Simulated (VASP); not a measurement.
Wanted: the native input for a VASP 6.6.1 run.

- Task: single point
- Functional: LDA
- Potentials or basis: VASP PAW LDA potentials, release 64 (Mn_pv, Co)
- Cutoff: 520 eV
- k mesh: 10 × 10 × 10
- Occupations: fermi-dirac, width 0.02 eV
- Spin: collinear spin, ferromagnetic start
- Starting moments: [3.2, 2.0] μB
- Dipole correction: no
- Further INCAR settings: ALGO = Normal; EDIFF = 1e-06; NBANDS = 22

The structure of MnCo lies in POSCAR:

```
MnCo
1.0
    2.8536000000      0.0000000000      0.0000000000
    0.0000000000      2.8536000000      0.0000000000
    0.0000000000      0.0000000000      2.8536000000
Mn Co
1 1
Direct
    0.0000000000      0.0000000000      0.0000000000
    0.5000000000      0.5000000000      0.5000000000
```

The input as run:

INCAR

```
SYSTEM = MnCo
PREC = Accurate
ENCUT = 520
EDIFF = 1E-6
ISMEAR = -1
SIGMA = 0.02
LREAL = .FALSE.
LASPH = .TRUE.
NELM = 150
ALGO = Normal
ISIF = 2
LWAVE = .FALSE.
LCHARG = .FALSE.
ISPIN = 2
MAGMOM = 3.2 2
LORBIT = 11
LMAXMIX = 4
NBANDS = 22
```

KPOINTS

```
regular mesh
0
G
  10 10 10
  0 0 0
```

Potentials or basis: VASP PAW LDA potentials, release 64 (Mn_pv, Co).

Launch:

```sh
$ cat potpaw_LDA.64/Mn_pv/POTCAR potpaw_LDA.64/Co/POTCAR > POTCAR
$ mpirun -np 1 vasp_std > vasp.out
```

It gave:

| Item | Value |
| --- | --- |
| Pressure | -17.3 GPa |
| Band gap on the k mesh | zero (filled and empty bands overlap) |
| Net moment | 4.01 μB per cell |
| Site moments | Mn +2.72; Co +1.23 μB |
| Valence electrons inside the program's atomic spheres | Mn 11.74; Co 8.30 |

Run time: 54 s on 1 thread of AMD EPYC 7R13 Processor (Zen 3), on a shared host, peak memory 0.13 GiB.
